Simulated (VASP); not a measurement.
**Hg: single point with PBE**

Hg:

```
Hg
1.0
     2.07840    1.19996    1.97474
    -2.07840    1.19996    1.97474
     0.00000   -2.39993    1.97474
Hg
1
Direct
  0.00000 0.00000 0.00000
```

* Program: VASP 6.6.1
* Task: single point
* Functional: PBE
* Potentials or basis: VASP PAW PBE potentials, release 64 (Hg)
* Cutoff: 520 eV
* k mesh: 10 × 10 × 10
* Occupations: fermi-dirac, width 0.03 eV
* Spin: no spin polarisation
* Dipole correction: no
* Further INCAR settings: ALGO = Normal; EDIFF = 1e-06; NBANDS = 12

```yaml
Pressure: 0.1 GPa
Band_gap_on_the_k_mesh: zero (band 6 reaches 4.26 eV, above the bottom of band 7 at 0.01 eV)
```

Stress tensor (GPa, compression positive):
```
 0.17  0.00  0.00
 0.00  0.17  0.00
 0.00  0.00 -0.10
```

Levels at points of the mesh, in eV from the Fermi level:
| k point | band 4 | band 5 | band 6 | band 7 | band 8 | band 9 |
| --- | --- | --- | --- | --- | --- | --- |
| (0.00, 0.00, 0.00) | -5.82 | -5.82 | -5.78 | 9.74 | 9.74 | 9.96 |
| (0.50, 0.00, 0.00) | -6.20 | -5.77 | -2.79 | -1.21 | 12.29 | 12.32 |
| (0.50, 0.50, 0.00) | -6.17 | -5.29 | 0.24 | 1.08 | 2.47 | 7.40 |
| (0.50, 0.50, 0.50) | -5.27 | -5.27 | 3.03 | 3.31 | 5.52 | 5.52 |

It took 12 s on 1 thread of Intel(R) Xeon(R) 6975P-C (Granite Rapids), with other jobs on the host, peak memory 0.16 GiB.

Caveat: spin-orbit coupling is left out, which moves the levels of the heavy elements.
